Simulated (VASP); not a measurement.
# Ba (P-62m) in VASP: notebook

Runs on Ba. Level: PBE. Tasks: single point.

Program: VASP 6.6.1. These are calculated values, not measurements. Logs are shortened: lines on timing, memory, paths and dates and some standing lists are left out, and cuts for length are marked.

**1. The cell of the first run**

The structure is hexagonal, space group P-62m (No. 189). Conventional cell: a = 7.341 Å, b = 7.341 Å, c = 3.844 Å, α = 90.00°, β = 90.00°, γ = 120.00°. Ba (site symmetry m2m) has 8 Ba at 3.80 to 4.47 Å within 5.0 Å.

**2. Single point, PBE (Sr replaced by Ba, lengths x 1.062, strained)**

INCAR reads:

```
SYSTEM = Ba
PREC = Accurate ; ENCUT = 520
EDIFF = 1E-7 ; ISMEAR = 0
SIGMA = 0.1 ; LREAL = .False.
LASPH = .True. ; NELM = 100
ALGO = Fast ; ISIF = 2
LWAVE = .False. ; LCHARG = .False.
GGA = PE ; NBANDS = 22
```

KPOINTS reads:

```
regular mesh
0
Gamma
  3 3 6
  0 0 0
```

POSCAR reads:

```
Ba
1.0
    7.3410886990      0.0000000000      0.0000000000
   -3.6705443495      6.3575693047      0.0000000000
    0.0000000000      0.0000000000      3.8437007506
Ba
3
Direct
    0.0000000000      0.7011642243      0.0000000000
    0.2988357757      0.2988357757      0.0000000000
    0.7011642243      0.0000000000      0.0000000000
```

Potentials or basis: VASP PAW PBE potentials, release 64 (Ba_sv).

Launch:

```
$ cat potpaw_PBE.64/Ba_sv/POTCAR > POTCAR
$ mpirun -np 1 vasp_std > vasp.out
```

OUTCAR:

```text
SYSTEM = Ba
   PREC = Accurate
   ENCUT = 520
   EDIFF = 1E-7
   ISMEAR = 0
   LREAL = .False.
   LASPH = .True.
   NELM = 100
   ISIF = 2
   GGA = PE

 ion  position               nearest neighbor table
   1  0.000  0.701  0.000-   2 3.80   3 3.80   3 4.47   2 4.47   2 4.47   3 4.47
   2  0.299  0.299  0.000-   1 3.80   3 3.80   3 4.47   1 4.47   1 4.47   3 4.47
   3  0.701  0.000  0.000-   2 3.80   1 3.80   1 4.47   2 4.47   1 4.47   2 4.47

  LATTYP: Found a hexagonal cell.
 ALAT       =     7.3410886990
 C/A-ratio  =     0.5235872918

  Lattice vectors:

 A1 = (   7.3410886990,   0.0000000000,   0.0000000000)
 A2 = (  -3.6705443495,   6.3575693047,   0.0000000000)
 A3 = (   0.0000000000,   0.0000000000,   3.8437007506)

Analysis of symmetry for initial positions (statically):
=====================================================================
 Subroutine PRICEL returns:
 Original cell was already a primitive cell.

 Routine SETGRP: Setting up the symmetry group for a
 hexagonal supercell.

 Subroutine GETGRP returns: Found 12 space group operations
 (whereof 12 operations were pure point group operations)
 out of a pool of 24 trial point group operations.

The static configuration has the point symmetry D_3h.

Analysis of symmetry for dynamics (positions and initial velocities):
=====================================================================
 Subroutine PRICEL returns:
 Original cell was already a primitive cell.

 Routine SETGRP: Setting up the symmetry group for a
 hexagonal supercell.

 Subroutine GETGRP returns: Found 12 space group operations
 (whereof 12 operations were pure point group operations)
 out of a pool of 24 trial point group operations.

The dynamic configuration has the point symmetry D_3h.

 Subroutine INISYM returns: Found 12 space group operations
 (whereof 12 operations are pure point group operations),
 and found     1 'primitive' translations

----------------------------------------------------------------------------------------

                                     Primitive cell

  volume of cell :     179.3912

  direct lattice vectors                    reciprocal lattice vectors
     7.341088699  0.000000000  0.000000000     0.136219577  0.078646410  0.000000000
    -3.670544350  6.357569305  0.000000000     0.000000000  0.157292819  0.000000000
     0.000000000  0.000000000  3.843700751     0.000000000  0.000000000  0.260165935

  length of vectors
     7.341088699  7.341088699  3.843700751     0.157292819  0.157292819  0.260165935

  position of ions in fractional coordinates (direct lattice)
     0.000000000  0.701164224  0.000000000
     0.298835776  0.298835776  0.000000000
     0.701164224  0.000000000  0.000000000

  ion indices of the primitive-cell ions
   primitive index   ion index
                 1           1
                 2           2
                 3           3

----------------------------------------------------------------------------------------

 KPOINTS: regular mesh

Automatic generation of k-mesh.
 Grid dimensions read from file:
 generate k-points for:    3    3    6

 Generating k-lattice:

  Cartesian coordinates                     Fractional coordinates (reciprocal lattice)
     0.045406526  0.026215470  0.000000000     0.333333333  0.000000000  0.000000000
     0.000000000  0.052430940  0.000000000     0.000000000  0.333333333  0.000000000
     0.000000000  0.000000000  0.043360989     0.000000000  0.000000000  0.166666667

  Length of vectors
     0.052430940  0.052430940  0.043360989

  Shift w.r.t. Gamma in fractional coordinates (k-lattice)
     0.000000000  0.000000000  0.000000000

 Subroutine IBZKPT returns following result:
 ===========================================

 Found     12 irreducible k-points:

 Following reciprocal coordinates:
            Coordinates               Weight
  0.000000  0.000000  0.000000      1.000000
  0.333333  0.000000  0.000000      6.000000
  0.333333  0.333333  0.000000      2.000000
  0.000000  0.000000  0.166667      2.000000
  0.333333  0.000000  0.166667     12.000000
  0.333333  0.333333  0.166667      4.000000
  0.000000  0.000000  0.333333      2.000000
  0.333333  0.000000  0.333333     12.000000
  0.333333  0.333333  0.333333      4.000000
  0.000000  0.000000  0.500000      1.000000
  0.333333  0.000000  0.500000      6.000000
  0.333333  0.333333  0.500000      2.000000
   k-points           NKPTS =     12   k-points in BZ     NKDIM =     12   number of bands    NBANDS=     22
   number of dos      NEDOS =    301   number of ions     NIONS =      3
   total plane-waves  NPLWV =  94080
   dimension x,y,z NGX =    56 NGY =   56 NGZ =   30
   dimension x,y,z NGXF=   112 NGYF=  112 NGZF=   60
   ions per type =               3
   NGX,Y,Z   is equivalent  to a cutoff of  12.68, 12.68, 12.98 a.u.
   NGXF,Y,Z  is equivalent  to a cutoff of  25.36, 25.36, 25.95 a.u.
 SYSTEM =  Ba
   PREC   = accura    normal or accurate (medium, high low for compatibility)
   ISTART =      0    job   : 0-new  1-cont  2-samecut
   ICHARG =      2    charge: 1-file 2-atom 10-const
   ISPIN  =      1    spin polarized calculation?
   LNONCOLLINEAR =      F non collinear calculations
   LSORBIT =      F    spin-orbit coupling
   LASPH  =      T    aspherical Exc in radial PAW
   ENCUT  =  520.0 eV  38.22 Ry    6.18 a.u.  13.65 13.65  7.15*2*pi/ulx,y,z
   NELM   =    100;   NELMIN=  2; NELMDL= -5     # of ELM steps
   EDIFF  = 0.1E-06   stopping-criterion for ELM
   LREAL  =      F    real-space projection
   EDIFFG = 0.1E-05   stopping-criterion for IOM
   NSW    =      0    number of steps for IOM
   IBRION =     -1    ionic relax: 0-MD 1-quasi-New 2-CG
   NFREE  =      0    steps in history (QN), initial steepest desc. (CG)
   ISIF   =      2    stress and relaxation
   ISYM   =      2    0-nonsym 1-usesym 2-fastsym
   POTIM  = 0.5000    time-step for ionic-motion
   TEBEG  =    0.0;   TEEND  =   0.0 temperature during run
   PSTRESS=    0.0 pullay stress
   NELECT =      30.0000    total number of electrons
   NUPDOWN=      -1.0000    fix difference up-down
   EMIN   =  10.00;   EMAX   =-10.00  energy-range for DOS
   EFERMI =   0.00;   METHOD = LEGACY
   ISMEAR =     0;   SIGMA  =   0.10  broadening in eV -4-tet -1-fermi 0-gaus
   EFERMI_NEDOS =   21; number of points for ismear=-14 and -15
   IALGO  =     68    algorithm
   IMIX   =      4    mixing-type and parameters
     AMIX     =   0.40;   BMIX     =  1.00
     AMIX_MAG =   1.60;   BMIX_MAG =  1.00
  volume/ion in A,a.u.               =      59.80       403.53
  Fermi-wavevector in a.u.,A,eV,Ry     =   0.901948  1.704435 11.068480  0.813510
  Thomas-Fermi vector in A             =   2.025092
   LORBIT       =      0    0 simple, 1 ext, 2 COOP (PROOUT), +10 PAW based schemes
   GGA     = PE    functional components
   LHFCALC =     F    Hartree Fock is set to
   AEXX    =    0.0000 exact exchange contribution
   IVDW    =     0    specifies the selected vdW correction
   LEPSILON=     F    determine dielectric tensor
   LRPA    =     F    only Hartree local field effects (RPA)
 non-spin polarized calculation
 RMM-DIIS sequential band-by-band and
 Gauss-broadening in eV      SIGMA  =   0.10
  energy-cutoff  :      520.00
  volume of cell :      179.39
 maximum number of plane-waves:      4850
 NGX is ok and might be reduce to    54
   NGX = 27   NGY = 27   NGZ = 15

 number of electron      29.9999999 magnetization

 Free energy of the ion-electron system (eV)
  ---------------------------------------------------
  ext. energy  EPLUGINS =         0.00000000
  ---------------------------------------------------
  free energy    TOTEN  =        -4.94860672 eV

  energy without entropy =       -4.91996770  energy(sigma->0) =       -4.93428721

 E-fermi :   1.8135     XC(G=0):  -7.5430

 val. band max:        1.7430446171   @ k =   0.3333   0.3333   0.3333
 cond. band min:       1.8184152491   @ k =   0.0000   0.0000   0.0000
 fundamental gap:      0.0753706319
 Fermi energy:         1.8134831661

 k-point     1 :       0.0000    0.0000    0.0000
  band No.  band energies     occupation
      1     -27.2417      2.00000
      2     -27.1520      2.00000
      3     -27.1520      2.00000
      4     -12.8054      2.00000
      5     -12.5885      2.00000
      6     -12.5885      2.00000
[... 14 lines left out ...]
     21       3.4950      0.00000
     22       3.4950      0.00000

 k-point     2 :       0.3333    0.0000    0.0000
  band No.  band energies     occupation
      1     -27.2296      2.00000
      2     -27.1613      2.00000
      3     -27.1553      2.00000
      4     -12.8254      2.00000
      5     -12.6167      2.00000
      6     -12.4872      2.00000
[... 14 lines left out ...]
     21       3.0362      0.00000
     22       4.3046      0.00000

 k-point     3 :       0.3333    0.3333    0.0000
  band No.  band energies     occupation
      1     -27.2223      2.00000
      2     -27.1620      2.00000
      3     -27.1620      2.00000
      4     -12.7961      2.00000
      5     -12.5714      2.00000
      6     -12.5714      2.00000
[... 14 lines left out ...]
     21       2.8755      0.00000
     22       4.8533      0.00000

 k-point     4 :       0.0000    0.0000    0.1667
  band No.  band energies     occupation
      1     -27.2219      2.00000
      2     -27.1329      2.00000
      3     -27.1329      2.00000
      4     -12.7744      2.00000
      5     -12.5596      2.00000
      6     -12.5596      2.00000
[... 14 lines left out ...]
     21       3.6297      0.00000
     22       3.6315      0.00000

 k-point     5 :       0.3333    0.0000    0.1667
  band No.  band energies     occupation
      1     -27.2099      2.00000
      2     -27.1421      2.00000
      3     -27.1361      2.00000
      4     -12.7937      2.00000
      5     -12.5872      2.00000
      6     -12.4608      2.00000
[... 117 lines left out ...]
 k-point    10 :       0.0000    0.0000    0.5000
  band No.  band energies     occupation
      1     -27.1614      2.00000
      2     -27.0747      2.00000
      3     -27.0747      2.00000
      4     -12.8818      2.00000
      5     -12.7245      2.00000
      6     -12.7245      2.00000
[... 14 lines left out ...]
     21       3.7413      0.00000
     22       3.7783      0.00000

 k-point    11 :       0.3333    0.0000    0.5000
  band No.  band energies     occupation
      1     -27.1498      2.00000
      2     -27.0835      2.00000
      3     -27.0778      2.00000
      4     -12.8534      2.00000
      5     -12.7464      2.00000
      6     -12.7323      2.00000
[... 14 lines left out ...]
     21       3.3580      0.00000
     22       3.7992      0.00000

 k-point    12 :       0.3333    0.3333    0.5000
  band No.  band energies     occupation
      1     -27.1430      2.00000
      2     -27.0842      2.00000
      3     -27.0842      2.00000
      4     -12.8345      2.00000
      5     -12.7491      2.00000
      6     -12.7491      2.00000
[... 14 lines left out ...]
     21       3.9681      0.00000
     22       3.9925      0.00000

------------------------ aborting loop because EDIFF is reached ----------------------------------------

  FORCE on cell =-STRESS in cart. coord.  units (eV):
  Direction    XX          YY          ZZ          XY          YZ          ZX
  --------------------------------------------------------------------------------------
  -------------------------------------------------------------------------------------
  Total        0.5603867      0.5603867      0.7834864      0.0000000      0.0000000      0.0000000
  in kB        5.0049217      5.0049217      6.9974676      0.0000000      0.0000000      0.0000000
  external PRESSURE =       5.6691036 kB  Pullay stress =       0.0000000 kB

 VOLUME and BASIS-vectors are now :
 -----------------------------------------------------------------------------
  energy-cutoff  :      520.00
  volume of cell :      179.39
      direct lattice vectors                 reciprocal lattice vectors
     7.341088699  0.000000000  0.000000000     0.136219577  0.078646410  0.000000000
    -3.670544350  6.357569305  0.000000000     0.000000000  0.157292819  0.000000000
     0.000000000  0.000000000  3.843700751     0.000000000  0.000000000  0.260165935

 POSITION                                       TOTAL-FORCE (eV/Angst)
 -----------------------------------------------------------------------------------
     -2.57365      4.45770      0.00000         0.299996     -0.519608     -0.000000
      1.09689      1.89987      0.00000         0.299996      0.519608      0.000000
      5.14731      0.00000      0.00000        -0.599991     -0.000000      0.000000
 -----------------------------------------------------------------------------------
    total drift:                                0.000000      0.000000     -0.000000

  FREE ENERGIE OF THE ION-ELECTRON SYSTEM (eV)
  ---------------------------------------------------
  free  energy   TOTEN  =        -4.9486067199 eV

  energy  without entropy=       -4.9199677027  energy(sigma->0) =       -4.93428721
```

It took 2.4 min on 1 thread of Oxide Virtual Turin-like, shared host; peak memory 0.25 GiB.

Results:

- Free energy: -4.9486 eV
- Pressure: 0.6 GPa
- Largest force: 0.600 eV/Å
- Band gap on the k mesh: zero (bands 15 and 16 overlap by 0.62 eV)

Forces in eV/Å, atoms in the order of the input:
```
Ba   0.300 -0.520  0.000
Ba   0.300  0.520  0.000
Ba  -0.600  0.000  0.000
```

Caveat: the cell differs from its parent crystal (Sr replaced by Ba, lengths x 1.062, strained); spin-orbit coupling is left out, which moves the levels of the heavy elements.

(Part 1 of 2 ends here.)

The gap in the log of VASP goes by the Fermi energy; the results here count the filled bands.